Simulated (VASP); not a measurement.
# Mg (P6_3/mmc) in VASP: notebook

Runs on Mg. Level: PBEsol. Tasks: relaxation of shape and atoms at fixed volume.

Program: VASP 6.6.1. These are calculated values, not measurements. Logs are shortened: lines on timing, memory, paths and dates and some standing lists are left out, and cuts for length are marked.

### Step 1. The cell of the first run

The structure is hexagonal, space group P6_3/mmc (No. 194). The conventional cell has a = 3.250 Å, b = 3.250 Å, c = 5.214 Å, α = 90.00°, β = 90.00°, γ = 120.00°. Mg (site symmetry -6m2) has 12 Mg at 3.21 to 3.25 Å within 4.2 Å.

### Step 2. Relaxation of shape and atoms at fixed volume, PBEsol (23.84 Å³/atom)

File INCAR:

```
  ALGO = Normal
  EDIFF = 1E-6
  EDIFFG = -0.01
  ENCUT = 600
  GGA = PS
  IBRION = 2
  ISIF = 4
  ISMEAR = 0
  LASPH = T
  LCHARG = F
  LREAL = F
  LWAVE = F
  NELM = 80
  NSW = 50
  PREC = Accurate
  SIGMA = 0.1
```

File KPOINTS:

```
k-points
0
Gamma
  18 18 8
```

File POSCAR:

```
Mg
1.0
    3.2496987911      0.0000000000      0.0000000000
   -1.6248493956      2.8143217078      0.0000000000
    0.0000000000      0.0000000000      5.2138855915
Mg
2
Direct
    0.3333333333      0.6666666667      0.2500000000
    0.6666666667      0.3333333333      0.7500000000
```

Potentials or basis: VASP PAW PBE potentials, release 64 (Mg).

Command:

```
> cat potpaw_PBE.64/Mg/POTCAR > POTCAR
> mpirun -np 1 vasp_std > vasp.out
```

OUTCAR:

```text
EDIFF = 1E-6
   EDIFFG = -0.01
   ENCUT = 600
   GGA = PS
   IBRION = 2
   ISIF = 4
   ISMEAR = 0
   LASPH = T
   LREAL = F
   NELM = 80
   NSW = 50
   PREC = Accurate

 ion  position               nearest neighbor table
   1  0.333  0.667  0.250-   2 3.21   2 3.21   2 3.21   2 3.21   2 3.21   2 3.21
   2  0.667  0.333  0.750-   1 3.21   1 3.21   1 3.21   1 3.21   1 3.21   1 3.21

  LATTYP: Found a hexagonal cell.
 ALAT       =     3.2496987911
 C/A-ratio  =     1.6044211869

  Lattice vectors:

 A1 = (   3.2496987911,   0.0000000000,   0.0000000000)
 A2 = (  -1.6248493956,   2.8143217078,   0.0000000000)
 A3 = (   0.0000000000,   0.0000000000,   5.2138855915)

Analysis of symmetry for initial positions (statically):
=====================================================================
 Subroutine PRICEL returns:
 Original cell was already a primitive cell.

 Routine SETGRP: Setting up the symmetry group for a
 hexagonal supercell.

 Subroutine GETGRP returns: Found 24 space group operations
 (whereof 12 operations were pure point group operations)
 out of a pool of 24 trial point group operations.

The static configuration has the point symmetry D_3d.
 The point group associated with its full space group is D_6h.

Analysis of symmetry for dynamics (positions and initial velocities):
=====================================================================
 Subroutine PRICEL returns:
 Original cell was already a primitive cell.

 Routine SETGRP: Setting up the symmetry group for a
 hexagonal supercell.

 Subroutine GETGRP returns: Found 24 space group operations
 (whereof 12 operations were pure point group operations)
 out of a pool of 24 trial point group operations.

The dynamic configuration has the point symmetry D_3d.
 The point group associated with its full space group is D_6h.

 Subroutine INISYM returns: Found 24 space group operations
 (whereof 12 operations are pure point group operations),
 and found     1 'primitive' translations

----------------------------------------------------------------------------------------

                                     Primitive cell

  volume of cell :      47.6846

  direct lattice vectors                    reciprocal lattice vectors
     3.249698791  0.000000000  0.000000000     0.307720827  0.177662702  0.000000000
    -1.624849396  2.814321708  0.000000000     0.000000000  0.355325405  0.000000000
     0.000000000  0.000000000  5.213885592     0.000000000  0.000000000  0.191795540

  length of vectors
     3.249698791  3.249698791  5.213885592     0.355325405  0.355325405  0.191795540

  position of ions in fractional coordinates (direct lattice)
     0.333333333  0.666666667  0.250000000
     0.666666667  0.333333333  0.750000000

  ion indices of the primitive-cell ions
   primitive index   ion index
                 1           1
                 2           2

----------------------------------------------------------------------------------------

 KPOINTS: k-points

Automatic generation of k-mesh.
 Grid dimensions read from file:
 generate k-points for:   18   18    8

 Generating k-lattice:

  Cartesian coordinates                     Fractional coordinates (reciprocal lattice)
     0.017095602  0.009870150  0.000000000     0.055555556  0.000000000  0.000000000
     0.000000000  0.019740300  0.000000000     0.000000000  0.055555556  0.000000000
     0.000000000  0.000000000  0.023974442     0.000000000  0.000000000  0.125000000

  Length of vectors
     0.019740300  0.019740300  0.023974442

  Shift w.r.t. Gamma in fractional coordinates (k-lattice)
     0.000000000  0.000000000  0.000000000

 Subroutine IBZKPT returns following result:
 ===========================================

 Found    185 irreducible k-points:

 Following reciprocal coordinates:
            Coordinates               Weight
  0.000000  0.000000  0.000000      1.000000
  0.055556  0.000000  0.000000      6.000000
  0.111111  0.000000  0.000000      6.000000
  0.166667  0.000000  0.000000      6.000000
  0.222222  0.000000  0.000000      6.000000
  0.277778  0.000000  0.000000      6.000000
[... 16 lines left out ...]
  0.333333  0.111111  0.000000     12.000000
  0.388889  0.111111  0.000000     12.000000
 [... further k-points ...]
   k-points           NKPTS =    185   k-points in BZ     NKDIM =    185   number of bands    NBANDS=      6
   number of dos      NEDOS =    301   number of ions     NIONS =      2
   total plane-waves  NPLWV =  32928
   dimension x,y,z NGX =    28 NGY =   28 NGZ =   42
   dimension x,y,z NGXF=    56 NGYF=   56 NGZF=   84
   ions per type =               2
   NGX,Y,Z   is equivalent  to a cutoff of  14.32, 14.32, 13.39 a.u.
   NGXF,Y,Z  is equivalent  to a cutoff of  28.65, 28.65, 26.78 a.u.
 SYSTEM =  unknown system
   PREC   = accura    normal or accurate (medium, high low for compatibility)
   ISTART =      0    job   : 0-new  1-cont  2-samecut
   ICHARG =      2    charge: 1-file 2-atom 10-const
   ISPIN  =      1    spin polarized calculation?
   LNONCOLLINEAR =      F non collinear calculations
   LSORBIT =      F    spin-orbit coupling
   LASPH  =      T    aspherical Exc in radial PAW
   ENCUT  =  600.0 eV  44.10 Ry    6.64 a.u.   6.49  6.49 10.41*2*pi/ulx,y,z
   NELM   =     80;   NELMIN=  2; NELMDL= -5     # of ELM steps
   EDIFF  = 0.1E-05   stopping-criterion for ELM
   LREAL  =      F    real-space projection
   EDIFFG = -.1E-01   stopping-criterion for IOM
   NSW    =     50    number of steps for IOM
   IBRION =      2    ionic relax: 0-MD 1-quasi-New 2-CG
   NFREE  =      1    steps in history (QN), initial steepest desc. (CG)
   ISIF   =      4    stress and relaxation
   ISYM   =      2    0-nonsym 1-usesym 2-fastsym
   POTIM  = 0.5000    time-step for ionic-motion
   TEBEG  =    0.0;   TEEND  =   0.0 temperature during run
   PSTRESS=    0.0 pullay stress
   NELECT =       4.0000    total number of electrons
   NUPDOWN=      -1.0000    fix difference up-down
   EMIN   =  10.00;   EMAX   =-10.00  energy-range for DOS
   EFERMI =   0.00;   METHOD = LEGACY
   ISMEAR =     0;   SIGMA  =   0.10  broadening in eV -4-tet -1-fermi 0-gaus
   EFERMI_NEDOS =   21; number of points for ismear=-14 and -15
   IALGO  =     38    algorithm
   IMIX   =      4    mixing-type and parameters
     AMIX     =   0.40;   BMIX     =  1.00
     AMIX_MAG =   1.60;   BMIX_MAG =  1.00
  volume/ion in A,a.u.               =      23.84       160.90
  Fermi-wavevector in a.u.,A,eV,Ry     =   0.716642  1.354256  6.987616  0.513575
  Thomas-Fermi vector in A             =   1.805115
   LORBIT       =      0    0 simple, 1 ext, 2 COOP (PROOUT), +10 PAW based schemes
   GGA     = PS    functional components
   LHFCALC =     F    Hartree Fock is set to
   AEXX    =    0.0000 exact exchange contribution
   IVDW    =     0    specifies the selected vdW correction
   LEPSILON=     F    determine dielectric tensor
   LRPA    =     F    only Hartree local field effects (RPA)
 conjugate gradient relaxation of ions
 non-spin polarized calculation
 Gauss-broadening in eV      SIGMA  =   0.10
  energy-cutoff  :      600.00
  volume of cell :       47.68
 maximum number of plane-waves:      1617
 NGX is ok and might be reduce to    28
   NGX = 13   NGY = 13   NGZ = 21

 number of electron       4.0000000 magnetization

 Free energy of the ion-electron system (eV)
  ---------------------------------------------------
  ext. energy  EPLUGINS =         0.00000000
  ---------------------------------------------------
  free energy    TOTEN  =        -3.43306670 eV

  energy without entropy =       -3.42814912  energy(sigma->0) =       -3.43060791

 E-fermi :   2.4082     XC(G=0):  -8.4158

 val. band max:        2.4078374696   @ k =   0.3889  -0.0000   0.0000
 cond. band min:       2.4109876862   @ k =   0.3333   0.1111   0.1250
 fundamental gap:      0.0031502166
 Fermi energy:         2.4081923777

 k-point     1 :       0.0000    0.0000    0.0000
  band No.  band energies     occupation
      1      -4.3686      2.00000
      2       0.8348      2.00000
      3       1.2675      2.00000
      4      12.9850      0.00000
      5      12.9886      0.00000
      6      12.9988      0.00000

 k-point     2 :       0.0556    0.0000    0.0000
  band No.  band energies     occupation
      1      -4.3099      2.00000
      2       0.8886      2.00000
      3       1.3248      2.00000
      4      11.5717      0.00000
      5      12.1459      0.00000
      6      12.9410      0.00000

 k-point     3 :       0.1111    0.0000    0.0000
  band No.  band energies     occupation
      1      -4.1338      2.00000
      2       1.0501      2.00000
      3       1.4959      2.00000
      4       9.9145      0.00000
      5      11.3982      0.00000
      6      12.2328      0.00000

 k-point     4 :       0.1667    0.0000    0.0000
  band No.  band energies     occupation
      1      -3.8410      2.00000
      2       1.3193      2.00000
      3       1.7778      2.00000
      4       8.2933      0.00000
      5      10.7506      0.00000
      6      11.4548      0.00000

 k-point     5 :       0.2222    0.0000    0.0000
  band No.  band energies     occupation
      1      -3.4325      2.00000
      2       1.6965      2.00000
      3       2.1637      1.99946
      4       6.7554      0.00000
      5      10.2034      0.00000
      6      10.6513      0.00000
[... 136 lines left out ...]
 k-point    21 :       0.2222    0.1111    0.0000
  band No.  band energies     occupation
      1      -2.7361      2.00000
      2       2.3434      1.64040
      3       2.7880      0.00000
      4       5.4825      0.00000
      5       7.3696      0.00000
      6      10.1307      0.00000

 k-point    22 :       0.2778    0.1111    0.0000
  band No.  band energies     occupation
      1      -2.1021      2.00000
      2       2.9365      0.00000
      3       3.1726      0.00000
      4       4.3355      0.00000
      5       6.9616      0.00000
      6       8.7969      0.00000

 k-point    23 :       0.3333    0.1111    0.0000
  band No.  band energies     occupation
      1      -1.3583      2.00000
      2       2.5695      0.02257
      3       3.6367      0.00000
      4       4.3582      0.00000
      5       6.6239      0.00000
      6       7.5598      0.00000

 k-point    24 :       0.3889    0.1111    0.0000
  band No.  band energies     occupation
      1      -0.5079      2.00000
      2       1.4868      2.00000
      3       4.4388      0.00000
      4       5.0171      0.00000
      5       6.2722      0.00000
      6       6.4334      0.00000

 [... further k-points ...]

------------------------ aborting loop because EDIFF is reached ----------------------------------------

  FORCE on cell =-STRESS in cart. coord.  units (eV):
  Direction    XX          YY          ZZ          XY          YZ          ZX
  --------------------------------------------------------------------------------------
  -------------------------------------------------------------------------------------
  Total       -0.5854157     -0.5854157     -0.6065998      0.0000000     -0.0000000      0.0000000
  in kB      -19.6696481    -19.6696481    -20.3814213      0.0000000     -0.0000000      0.0000000
  external PRESSURE =     -19.9069058 kB  Pullay stress =       0.0000000 kB

 VOLUME and BASIS-vectors are now :
 -----------------------------------------------------------------------------
  energy-cutoff  :      600.00
  volume of cell :       47.68
      direct lattice vectors                 reciprocal lattice vectors
     3.249698791  0.000000000  0.000000000     0.307720827  0.177662702  0.000000000
    -1.624849396  2.814321708  0.000000000     0.000000000  0.355325405  0.000000000
     0.000000000  0.000000000  5.213885592     0.000000000  0.000000000  0.191795540

 POSITION                                       TOTAL-FORCE (eV/Angst)
 -----------------------------------------------------------------------------------
     -0.00000      1.87621      1.30347        -0.000000      0.000000      0.000000
      1.62485      0.93811      3.91041         0.000000     -0.000000      0.000000
 -----------------------------------------------------------------------------------
    total drift:                                0.000000     -0.000000      0.000000

  FREE ENERGIE OF THE ION-ELECTRON SYSTEM (eV)
  ---------------------------------------------------
  free  energy   TOTEN  =        -3.4330666993 eV

  energy  without entropy=       -3.4281491226  energy(sigma->0) =       -3.43060791

 reached required accuracy - stopping structural energy minimisation
```

Run time: 33 s. Hardware: 1 thread of AMD EPYC 7R13 (Zen 3), shared host; peak memory 0.19 GiB.

Results:

- Free energy: -3.4331 eV
- Pressure after relaxing: -2.0 GPa
- Band gap on the k mesh: zero (bands 2 and 3 overlap by 2.15 eV)

Final structure:
```cif
data_structure
_symmetry_space_group_name_H-M 'P 1'
_symmetry_Int_Tables_number 1
_cell_length_a 3.2497
_cell_length_b 3.2497
_cell_length_c 5.2139
_cell_angle_alpha 90.000
_cell_angle_beta 90.000
_cell_angle_gamma 120.000
_cell_volume 47.68
loop_
_atom_site_label
_atom_site_type_symbol
_atom_site_fract_x
_atom_site_fract_y
_atom_site_fract_z
_atom_site_occupancy
Mg1 Mg 0.33333 0.66667 0.25000 1
Mg2 Mg 0.66667 0.33333 0.75000 1
```

Levels at points of the mesh, in eV from the Fermi level:
```
           k point  band 1  band 2  band 3  band 4  band 5
(0.00, 0.00, 0.00)   -6.78   -1.57   -1.14   10.58   10.58
(0.50, 0.00, 0.00)   -2.15   -2.12    2.61    3.02    3.24
(0.00, 0.00, 0.50)   -5.40   -5.40    5.09    5.09   11.33
(0.50, 0.00, 0.50)   -1.08   -1.08   -0.48   -0.48    7.73
```

Caveat: the relaxation stopped at its first step, so nothing moved; the PAW data sets were made with another functional, which shifts forces and pressure a little.

### Step 3. Relaxation of shape and atoms at fixed volume, PBEsol (21.82 Å³/atom)

This run uses another cell than the first one, of 21.82 Å³/atom.

File INCAR:

```
SYSTEM = Mg
ALGO = Normal
EDIFF = 1E-6
EDIFFG = -0.01
ENCUT = 600
GGA = PS
IBRION = 2
ISIF = 4
ISMEAR = 0
LASPH = .TRUE.
LCHARG = .FALSE.
LREAL = .FALSE.
LWAVE = .FALSE.
NELM = 100
NSW = 50
PREC = Accurate
SIGMA = 0.1
```

File KPOINTS:

```
k-points
0
G
  18 18 8
  0 0 0
```

File POSCAR:

```
Mg
1.0
    3.1549929890      0.0000000000      0.0000000000
   -1.5774964945      2.7323040773      0.0000000000
    0.0000000000      0.0000000000      5.0619375967
Mg
2
Direct
    0.3333333333      0.6666666667      0.2500000000
    0.6666666667      0.3333333333      0.7500000000
```

Potentials or basis: VASP PAW PBE potentials, release 64 (Mg).

Command:

```
> cat potpaw_PBE.64/Mg/POTCAR > POTCAR
> mpirun -np 1 vasp_std > vasp.out
```

Wall time 27 s (1 thread of Intel Xeon Platinum 8124M at 3.00GHz (Skylake/Cascade Lake), shared host); peak memory 0.22 GiB.

The run converged. Its results:

| Item | Value |
| --- | --- |
| Free energy | -3.4462 eV |
| Pressure after relaxing | 1.2 GPa |
| Band gap on the k mesh | zero (bands 2 and 3 overlap by 2.14 eV) |

Final structure:
```yaml
crystal:
  lattice:
    - [3.15499, 0.00000, 0.00000]
    - [-1.57750, 2.73230, 0.00000]
    - [0.00000, 0.00000, 5.06194]
  atoms:
    - { symbol: Mg, position: [0.33333, 0.66667, 0.25000] }
    - { symbol: Mg, position: [0.66667, 0.33333, 0.75000] }
```

Levels at points of the mesh, in eV from the Fermi level:
```csv
k point,band 1,band 2,band 3,band 4,band 5
"(0.00, 0.00, 0.00)",-7.16,-1.71,-1.13,11.09,11.09
"(0.50, 0.00, 0.00)",-2.27,-2.22,2.74,3.05,3.50
"(0.00, 0.00, 0.50)",-5.70,-5.70,5.36,5.36,11.85
"(0.50, 0.00, 0.50)",-1.18,-1.18,-0.46,-0.46,8.20
```

Caveat: the relaxation stopped at its first step, so nothing moved; the PAW data sets were made with another functional, which shifts forces and pressure a little.
